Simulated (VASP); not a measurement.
# Cl (Cmce) in VASP: further runs

The runs below take Cl through single point, with PBE.

Everything below comes from runs of VASP 6.6.1. Logs are shortened: lines on timing, memory, paths and dates and some standing lists are left out, and cuts for length are marked.

## 1. The cell of the first run

The structure is orthorhombic, space group Cmce (No. 64). The conventional cell has a = 6.248 Å, b = 4.470 Å, c = 8.155 Å, α = 90.00°, β = 90.00°, γ = 90.00°. Cl (site symmetry m) has 1 Cl at 2.00 Å within 2.7 Å.

## 2. Single point, PBE

The input, INCAR:

```
  PREC = Accurate
  ENCUT = 520
  EDIFF = 1E-6
  ISMEAR = -1
  SIGMA = 0.05
  LREAL = False
  LASPH = True
  NELM = 100
  ALGO = Normal
  ISIF = 2
  LWAVE = False
  LCHARG = True
  GGA = PE
  LELF = True
  LVHAR = True
  NBANDS = 22
```

The input, KPOINTS:

```
regular mesh
0
Gamma
  7 7 4
```

The input, POSCAR:

```
Cl
1.0
    3.1238919815     -2.2348988739      0.0000000000
    3.1238919815      2.2348988739      0.0000000000
    0.0000000000      0.0000000000      8.1548976686
Cl
4
Direct
    0.3700000000      0.6300000000      0.4000000000
    0.1300000000      0.8700000000      0.9000000000
    0.6300000000      0.3700000000      0.6000000000
    0.8700000000      0.1300000000      0.1000000000
```

Potentials or basis: VASP PAW PBE potentials, release 64 (Cl).

On the command line:

```
> cat potpaw_PBE.64/Cl/POTCAR > POTCAR
> mpirun -np 1 vasp_std > vasp.out
```

OUTCAR:

```text
PREC = Accurate
   ENCUT = 520
   EDIFF = 1E-6
   ISMEAR = -1
   LREAL = False
   LASPH = True
   NELM = 100
   ISIF = 2
   GGA = PE

 ion  position               nearest neighbor table
   1  0.370  0.630  0.400-   3 2.00
   2  0.130  0.870  0.900-   4 2.00
   3  0.630  0.370  0.600-   1 2.00
   4  0.870  0.130  0.100-   2 2.00

  LATTYP: Found a base centered orthorhombic cell.
 ALAT       =     4.4697977478
 B/A-ratio  =     1.3977777778
 C/A-ratio  =     1.8244444444

  Lattice vectors:

 A1 = (  -3.1238919815,  -2.2348988739,   0.0000000000)
 A2 = (   3.1238919815,  -2.2348988739,   0.0000000000)
 A3 = (   0.0000000000,   0.0000000000,   8.1548976686)

Analysis of symmetry for initial positions (statically):
=====================================================================
 Subroutine PRICEL returns:
 Original cell was already a primitive cell.

 Routine SETGRP: Setting up the symmetry group for a
 base centered orthorhombic supercell.

 Subroutine GETGRP returns: Found  8 space group operations
 (whereof  4 operations were pure point group operations)
 out of a pool of  8 trial point group operations.

The static configuration has the point symmetry C_2h.
 The point group associated with its full space group is D_2h.

Analysis of symmetry for dynamics (positions and initial velocities):
=====================================================================
 Subroutine PRICEL returns:
 Original cell was already a primitive cell.

 Routine SETGRP: Setting up the symmetry group for a
 base centered orthorhombic supercell.

 Subroutine GETGRP returns: Found  8 space group operations
 (whereof  4 operations were pure point group operations)
 out of a pool of  8 trial point group operations.

The dynamic configuration has the point symmetry C_2h.
 The point group associated with its full space group is D_2h.

 Subroutine INISYM returns: Found  8 space group operations
 (whereof  4 operations are pure point group operations),
 and found     1 'primitive' translations

----------------------------------------------------------------------------------------

                                     Primitive cell

  volume of cell :     113.8682

  direct lattice vectors                    reciprocal lattice vectors
     3.123891981 -2.234898874  0.000000000     0.160056751 -0.223723769  0.000000000
     3.123891981  2.234898874  0.000000000     0.160056751  0.223723769  0.000000000
     0.000000000  0.000000000  8.154897669     0.000000000  0.000000000  0.122625696

  length of vectors
     3.841025135  3.841025135  8.154897669     0.275082694  0.275082694  0.122625696

  position of ions in fractional coordinates (direct lattice)
     0.370000000  0.630000000  0.400000000
     0.130000000  0.870000000  0.900000000
     0.630000000  0.370000000  0.600000000
     0.870000000  0.130000000  0.100000000

  ion indices of the primitive-cell ions
   primitive index   ion index
                 1           1
                 2           2
                 3           3
                 4           4

----------------------------------------------------------------------------------------

 KPOINTS: regular mesh

Automatic generation of k-mesh.
 Grid dimensions read from file:
 generate k-points for:    7    7    4

 Generating k-lattice:

  Cartesian coordinates                     Fractional coordinates (reciprocal lattice)
     0.022865250 -0.031960538  0.000000000     0.142857143  0.000000000  0.000000000
     0.022865250  0.031960538  0.000000000     0.000000000  0.142857143  0.000000000
     0.000000000  0.000000000  0.030656424     0.000000000  0.000000000  0.250000000

  Length of vectors
     0.039297528  0.039297528  0.030656424

  Shift w.r.t. Gamma in fractional coordinates (k-lattice)
     0.000000000  0.000000000  0.000000000

 Subroutine IBZKPT returns following result:
 ===========================================

 Found     48 irreducible k-points:

 Following reciprocal coordinates:
            Coordinates               Weight
  0.000000  0.000000  0.000000      1.000000
  0.142857  0.000000  0.000000      4.000000
  0.285714 -0.000000  0.000000      4.000000
  0.428571  0.000000  0.000000      4.000000
  0.142857  0.142857  0.000000      2.000000
  0.285714  0.142857  0.000000      4.000000
[... 16 lines left out ...]
  0.428571  0.142857  0.250000      8.000000
 -0.428571  0.142857  0.250000      8.000000
 [... further k-points ...]
   k-points           NKPTS =     48   k-points in BZ     NKDIM =     48   number of bands    NBANDS=     22
   number of dos      NEDOS =    301   number of ions     NIONS =      4
   total plane-waves  NPLWV =  57600
   dimension x,y,z NGX =    30 NGY =   30 NGZ =   64
   dimension x,y,z NGXF=    60 NGYF=   60 NGZF=  128
   ions per type =               4
   NGX,Y,Z   is equivalent  to a cutoff of  12.98, 12.98, 13.05 a.u.
   NGXF,Y,Z  is equivalent  to a cutoff of  25.97, 25.97, 26.09 a.u.
 SYSTEM =  unknown system
   PREC   = accura    normal or accurate (medium, high low for compatibility)
   ISTART =      0    job   : 0-new  1-cont  2-samecut
   ICHARG =      2    charge: 1-file 2-atom 10-const
   ISPIN  =      1    spin polarized calculation?
   LNONCOLLINEAR =      F non collinear calculations
   LSORBIT =      F    spin-orbit coupling
   LASPH  =      T    aspherical Exc in radial PAW
   ENCUT  =  520.0 eV  38.22 Ry    6.18 a.u.   7.14  7.14 15.16*2*pi/ulx,y,z
   NELM   =    100;   NELMIN=  2; NELMDL= -5     # of ELM steps
   EDIFF  = 0.1E-05   stopping-criterion for ELM
   LREAL  =      F    real-space projection
[... 7 lines left out ...]
   TEBEG  =    0.0;   TEEND  =   0.0 temperature during run
   PSTRESS=    0.0 pullay stress
   NELECT =      28.0000    total number of electrons
   NUPDOWN=      -1.0000    fix difference up-down
   EMIN   =  10.00;   EMAX   =-10.00  energy-range for DOS
   EFERMI =   0.00;   METHOD = LEGACY
   ISMEAR =    -1;   SIGMA  =   0.05  broadening in eV -4-tet -1-fermi 0-gaus
   EFERMI_NEDOS =   21; number of points for ismear=-14 and -15
   IALGO  =     38    algorithm
   IMIX   =      4    mixing-type and parameters
     AMIX     =   0.40;   BMIX     =  1.00
     AMIX_MAG =   1.60;   BMIX_MAG =  1.00
  volume/ion in A,a.u.               =      28.47       192.11
  Fermi-wavevector in a.u.,A,eV,Ry     =   1.025636  1.938172 14.312374  1.051930
  Thomas-Fermi vector in A             =   2.159487
   LORBIT       =      0    0 simple, 1 ext, 2 COOP (PROOUT), +10 PAW based schemes
   GGA     = PE    functional components
   LHFCALC =     F    Hartree Fock is set to
   AEXX    =    0.0000 exact exchange contribution
   IVDW    =     0    specifies the selected vdW correction
   LEPSILON=     F    determine dielectric tensor
   LRPA    =     F    only Hartree local field effects (RPA)
 non-spin polarized calculation
  energy-cutoff  :      520.00
  volume of cell :      113.87
 maximum number of plane-waves:      3102
 NGX is ok and might be reduce to    30
   NGX = 15   NGY = 15   NGZ = 31

 number of electron      28.0000000 magnetization

 Free energy of the ion-electron system (eV)
  ---------------------------------------------------
  ext. energy  EPLUGINS =         0.00000000
  ---------------------------------------------------
  free energy    TOTEN  =        -7.30393031 eV

  energy without entropy =       -7.30393031  energy(sigma->0) =       -7.30393031

 E-fermi :   0.7284     XC(G=0):  -7.8216

 val. band max:       -0.4525756186   @ k =  -0.4286   0.4286   0.0000
 cond. band min:       2.1627316731   @ k =   0.1429   0.0000   0.0000
 fundamental gap:      2.6153072917
 Fermi energy:         0.7283913213

 k-point     1 :       0.0000    0.0000    0.0000
  band No.  band energies     occupation
      1     -17.1664      2.00000
      2     -16.9558      2.00000
      3     -13.0764      2.00000
      4     -12.5048      2.00000
      5      -5.8283      2.00000
      6      -4.9885      2.00000
[... 14 lines left out ...]
     21       9.7458      0.00000
     22      10.0752      0.00000

 k-point     2 :       0.1429    0.0000    0.0000
  band No.  band energies     occupation
      1     -17.1292      2.00000
      2     -16.9376      2.00000
      3     -13.0514      2.00000
      4     -12.5400      2.00000
      5      -5.8239      2.00000
      6      -5.0330      2.00000
[... 14 lines left out ...]
     21       9.6439      0.00000
     22      10.1569      0.00000

 k-point     3 :       0.2857   -0.0000    0.0000
  band No.  band energies     occupation
      1     -17.0373      2.00000
      2     -16.9019      2.00000
      3     -12.9832      2.00000
      4     -12.6355      2.00000
      5      -5.7919      2.00000
      6      -5.1826      2.00000
[... 14 lines left out ...]
     21       9.8917      0.00000
     22      10.6856      0.00000

 k-point     4 :       0.4286    0.0000    0.0000
  band No.  band energies     occupation
      1     -16.9413      2.00000
      2     -16.8921      2.00000
      3     -12.8836      2.00000
      4     -12.7615      2.00000
      5      -5.6734      2.00000
      6      -5.4370      2.00000
[... 14 lines left out ...]
     21      10.2796      0.00000
     22      10.9385      0.00000

 k-point     5 :       0.1429    0.1429    0.0000
  band No.  band energies     occupation
      1     -17.1225      2.00000
      2     -16.9227      2.00000
      3     -13.0432      2.00000
      4     -12.5104      2.00000
      5      -5.8027      2.00000
      6      -5.0281      2.00000
[... 417 lines left out ...]
 k-point    22 :       0.2857    0.1429    0.2500
  band No.  band energies     occupation
      1     -17.0317      2.00000
      2     -16.9111      2.00000
      3     -12.9305      2.00000
      4     -12.6189      2.00000
      5      -5.6908      2.00000
      6      -5.2223      2.00000
[... 14 lines left out ...]
     21       9.9654      0.00000
     22      10.4395      0.00000

 k-point    23 :       0.4286    0.1429    0.2500
  band No.  band energies     occupation
      1     -16.9515      2.00000
      2     -16.8760      2.00000
      3     -12.8847      2.00000
      4     -12.7004      2.00000
      5      -5.6404      2.00000
      6      -5.3264      2.00000
[... 14 lines left out ...]
     21      10.0164      0.00000
     22      10.1917      0.00000

 k-point    24 :      -0.4286    0.1429    0.2500
  band No.  band energies     occupation
      1     -16.9031      2.00000
      2     -16.8901      2.00000
      3     -12.8292      2.00000
      4     -12.8032      2.00000
      5      -5.5164      2.00000
      6      -5.4897      2.00000
[... 14 lines left out ...]
     21      10.1253      0.00000
     22      10.3945      0.00000

 [... further k-points ...]

------------------------ aborting loop because EDIFF is reached ----------------------------------------

  FORCE on cell =-STRESS in cart. coord.  units (eV):
  Direction    XX          YY          ZZ          XY          YZ          ZX
  --------------------------------------------------------------------------------------
  -------------------------------------------------------------------------------------
  Total        0.9531154      0.4687111      0.4246144      0.0000000      0.0000000      0.0000000
  in kB       13.4107691      6.5949795      5.9745190      0.0000000      0.0000000      0.0000000
  external PRESSURE =       8.6600892 kB  Pullay stress =       0.0000000 kB

 VOLUME and BASIS-vectors are now :
 -----------------------------------------------------------------------------
  energy-cutoff  :      520.00
  volume of cell :      113.87
      direct lattice vectors                 reciprocal lattice vectors
     3.123891981 -2.234898874  0.000000000     0.160056751 -0.223723769  0.000000000
     3.123891981  2.234898874  0.000000000     0.160056751  0.223723769  0.000000000
     0.000000000  0.000000000  8.154897669     0.000000000  0.000000000  0.122625696

 POSITION                                       TOTAL-FORCE (eV/Angst)
 -----------------------------------------------------------------------------------
      3.12389      0.58107      3.26196         0.000000     -0.026385     -0.115543
      3.12389      1.65383      7.33941         0.000000      0.026385     -0.115543
      3.12389     -0.58107      4.89294         0.000000      0.026385      0.115543
      3.12389     -1.65383      0.81549         0.000000     -0.026385      0.115543
 -----------------------------------------------------------------------------------
    total drift:                                0.000000     -0.000000     -0.000000

  FREE ENERGIE OF THE ION-ELECTRON SYSTEM (eV)
  ---------------------------------------------------
  free  energy   TOTEN  =        -7.3039303080 eV

  energy  without entropy=       -7.3039303080  energy(sigma->0) =       -7.30393031
```

Wall time 68 s (1 thread of Oxide Virtual Turin-like, shared host); peak memory 0.22 GiB.

What came out:

```yaml
Free_energy: -7.3039 eV
Pressure: 0.9 GPa
Largest_force: 0.119 eV/Å
Band_gap_on_the_k_mesh: 2.62 eV, indirect (least direct gap 2.67 eV)
```

Forces on the atoms (eV/Å):
```
Cl   0.000 -0.026 -0.116
Cl   0.000  0.026 -0.116
Cl   0.000  0.026  0.116
Cl   0.000 -0.026  0.116
```

Levels at points of the mesh, in eV from the valence-band top:
```
           k point  band 12  band 13  band 14  band 15  band 16  band 17
(0.00, 0.00, 0.00)    -0.41    -0.15    -0.05     2.62     3.19     6.97
(0.00, 0.00, 0.50)    -0.66    -0.10    -0.10     2.81     2.81     7.53
```

A k mesh can miss the band edges. A hybrid or GW would open this gap; PBE tends to underestimate it.

## 3. Single point, PBE

This run uses another cell than the first one, of 29.63 Å³/atom, 1.041 times its volume.

The input, INCAR:

```
SYSTEM = Cl
ALGO = Normal ; EDIFF = 1E-7
ENCUT = 520 ; GGA = PE
ISIF = 2 ; ISMEAR = -1
LASPH = .TRUE. ; LCHARG = .FALSE.
LREAL = .FALSE. ; LWAVE = .FALSE.
NBANDS = 22 ; NELM = 80
PREC = Accurate ; SIGMA = 0.05
```

The input, KPOINTS:

```
k-points
0
G
  7 7 4
  0 0 0
```

The input, POSCAR:

```
Cl
1.0
    3.1658284216     -2.2649010965      0.0000000000
    3.1658284216      2.2649010965      0.0000000000
    0.0000000000      0.0000000000      8.2643724455
Cl
4
Direct
    0.3700000000      0.6300000000      0.4000000000
    0.1300000000      0.8700000000      0.9000000000
    0.6300000000      0.3700000000      0.6000000000
    0.8700000000      0.1300000000      0.1000000000
```

Potentials or basis: VASP PAW PBE potentials, release 64 (Cl).

On the command line:

```
> cat potpaw_PBE.64/Cl/POTCAR > POTCAR
> mpirun -np 1 vasp_std > vasp.out
```

It took 1.9 min on 1 thread of Oxide Virtual Turin-like, shared host; peak memory 0.22 GiB.

It converged, with:

| Property | Result |
| --- | --- |
| Free energy | -7.3143 eV |
| Pressure | -0.2 GPa |
| Largest force | 0.373 eV/Å |
| Band gap on the k mesh | 2.47 eV, indirect (least direct gap 2.52 eV) |

Forces on the atoms (eV/Å):
```
Cl   0.000 -0.283  0.243
Cl   0.000  0.283  0.243
Cl   0.000  0.283 -0.243
Cl   0.000 -0.283 -0.243
```

Stress tensor (GPa, compression positive):
```
 1.07  0.00  0.00
 0.00 -0.45  0.00
 0.00  0.00 -1.35
```

Levels at points of the mesh, in eV from the valence-band top:
| k point | band 10 | band 11 | band 12 | band 13 | band 14 | band 15 | band 16 | band 17 | band 18 | band 19 |
| --- | --- | --- | --- | --- | --- | --- | --- | --- | --- | --- |
| (0.00, 0.00, 0.00) | -2.09 | -0.67 | -0.38 | -0.14 | -0.05 | 2.47 | 3.02 | 6.92 | 7.63 | 8.93 |
| (0.00, 0.00, 0.50) | -2.09 | -0.61 | -0.61 | -0.10 | -0.10 | 2.67 | 2.67 | 7.50 | 7.50 | 9.70 |
